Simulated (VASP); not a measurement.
Au, 1 atom in the cell. Symmetry: Im-3m, No. 229, cubic system. Conventional cell: a = 3.315 Å, b = 3.315 Å, c = 3.315 Å, α = 90.00°, β = 90.00°, γ = 90.00°. Within 3.8 Å of Au (site symmetry m-3m) lie 14 Au at 2.87 to 3.31 Å. 

| Item | Value |
| --- | --- |
| Program | VASP 6.6.1 |
| Task | single point |
| Functional | BLYP |
| Potentials or basis | VASP PAW PBE potentials, release 64 (Au) |
| Cutoff | 520 eV |
| k mesh | 11 × 11 × 11 |
| Occupations | fermi-dirac, width 0.05 eV |
| Spin | no spin polarisation |
| Dipole correction | no |
| Further INCAR settings | ALGO = Normal; EDIFF = 1e-06; NBANDS = 12 |

Potentials or basis: VASP PAW PBE potentials, release 64 (Au).

Run with:

```bash
$ cat potpaw_PBE.64/Au/POTCAR > POTCAR
$ mpirun -np 1 vasp_std > vasp.out
```

Hardware: 1 thread of Intel Xeon 8259CL (shared host).

**Question.** Estimate the wall time of this run.

**Answer.** It took 18 s on 1 thread of Intel Xeon 8259CL, with other jobs on the host, peak memory 0.15 GiB. Counts: scf iterations 11, k points 56.
